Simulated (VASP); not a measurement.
Write the native input for VASP 6.6.1 that does the following.

- Task: single point
- Functional: PBE
- Potentials or basis: VASP PAW PBE potentials, release 64 (Bi_d, Te, O)
- Cutoff: 520 eV
- k mesh: 3 × 3 × 6
- Occupations: gaussian, width 0.1 eV
- Spin: no spin polarisation
- Dipole correction: no
- Further INCAR settings: ALGO = Normal; EDIFF = 1e-07; NBANDS = 36

The structure of Bi2TeO3 lies in POSCAR:

```
Bi2TeO3
1.0
    6.2970484451      0.0000000030      0.0000000000
   -3.1485242251      5.4534039208      0.0000000000
    0.0000000000      0.0000000000      3.2200360281
Bi Te O
2 1 3
Direct
    0.3333333333      0.6666666667      0.0000000000
    0.6666666667      0.3333333333      0.0000000000
    0.0000000000      0.0000000000      0.0000000000
    0.5000000000      0.0000000000      0.5000000000
    0.5000000000      0.5000000000      0.5000000000
    0.0000000000      0.5000000000      0.5000000000
```

The cell was generated, and may not be a known phase.

These files were run (other wordings do the same):

INCAR

```
SYSTEM = Bi2TeO3
PREC     = Accurate       ! precision mode
ENCUT    = 520            ! plane-wave cutoff, eV
EDIFF    = 1E-7           ! SCF threshold, eV
ISMEAR   = 0              ! smearing method
SIGMA    = 0.1            ! smearing width, eV
LREAL    = .False.        ! projectors in reciprocal space
LASPH    = .True.         ! aspherical terms in the spheres
NELM     = 60             ! most SCF steps
ALGO     = Normal         ! electronic algorithm
ISIF     = 2              ! what is computed and relaxed
LWAVE    = .False.        ! write WAVECAR
LCHARG   = .False.        ! write CHGCAR
GGA      = PE             ! functional
NBANDS   = 36             ! bands
```

KPOINTS

```
regular mesh
0
Gamma
  3 3 6
  0 0 0
```

Potentials or basis: VASP PAW PBE potentials, release 64 (Bi_d, Te, O).

Run with:

```console
$ cat potpaw_PBE.64/Bi_d/POTCAR potpaw_PBE.64/Te/POTCAR potpaw_PBE.64/O/POTCAR > POTCAR
$ mpirun -np 1 vasp_std > vasp.out
```

It gave:

```yaml
Pressure: 0.0 GPa
Band_gap_on_the_k_mesh: zero (bands 27 and 28 overlap by 1.03 eV)
```

Caveat: the k points lie up to 0.38 Å⁻¹ apart, too coarse for converged energies and pressures of a metal; spin-orbit coupling is left out, which moves the levels of the heavy elements.

Wall time 86 s on 1 thread of Oxide Virtual Turin-like Processor, with other jobs on the host, peak memory 0.2 GiB.
